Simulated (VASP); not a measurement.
A run of VASP 6.6.1 is set up as follows.

The input POSCAR:

```
BaO
1.0
    0.0000000000      2.7719946919      2.7719946919
    2.7719946919      0.0000000000      2.7719946919
    2.7719946919      2.7719946919      0.0000000000
Ba O
1 1
Direct
    0.4963924895      0.5036075105      0.5036075105
    0.0000000000      0.0000000000      0.0000000000
```

Contents of INCAR.step1:

```
SYSTEM = BaO
PREC     = Accurate       ! precision mode
ENCUT    = 1480           ! plane-wave cutoff, eV
ISMEAR   = 0              ! smearing method
SIGMA    = 0.05           ! smearing width, eV
LREAL    = .FALSE.        ! projectors in reciprocal space
LASPH    = .TRUE.         ! aspherical terms in the spheres
NELM     = 120            ! most SCF steps
NBANDS   = 15             ! bands
GGA      = PE             ! functional
ALGO     = Normal         ! electronic algorithm
EDIFF    = 1E-5           ! SCF threshold, eV
LWAVE    = .TRUE.         ! write WAVECAR
LCHARG   = .FALSE.        ! write CHGCAR
GGA_COMPAT= .FALSE.
```

Contents of INCAR.step2:

```
SYSTEM = BaO
PREC     = Accurate       ! precision mode
ENCUT    = 1480           ! plane-wave cutoff, eV
EDIFF    = 1E-6           ! SCF threshold, eV
ISMEAR   = 0              ! smearing method
SIGMA    = 0.05           ! smearing width, eV
LREAL    = .FALSE.        ! projectors in reciprocal space
LASPH    = .TRUE.         ! aspherical terms in the spheres
NELM     = 120            ! most SCF steps
ALGO     = Normal         ! electronic algorithm
ISIF     = 2              ! what is computed and relaxed
LWAVE    = .FALSE.        ! write WAVECAR
LCHARG   = .FALSE.        ! write CHGCAR
METAGGA  = R2SCAN         ! meta-GGA
LMIXTAU  = .TRUE.       
NBANDS   = 15             ! bands
ISTART   = 1            
GGA_COMPAT= .FALSE.
```

The input KPOINTS:

```
Automatic mesh
0
G
  8 8 8
  0 0 0
```

Potentials or basis: VASP PAW PBE potentials, release 64 (Ba_sv, O_h).

Run with:

```sh
$ cat potpaw_PBE.64/Ba_sv/POTCAR potpaw_PBE.64/O_h/POTCAR > POTCAR
$ cp INCAR.step1 INCAR
$ mpirun -np 1 vasp_std > vasp.out
$ cp INCAR.step2 INCAR
$ mpirun -np 1 vasp_std > vasp.out
```

Task: What does it give for the largest force?

Result: 0.019 eV/Å.

Task: Predict the pressure.

Result: 1.6 GPa.

Forces on the atoms (eV/Å):
```
Ba  -0.019  0.000  0.000
O    0.019  0.000  0.000
```

Caveat: the PAW data sets were made with another functional, which shifts forces and pressure a little.
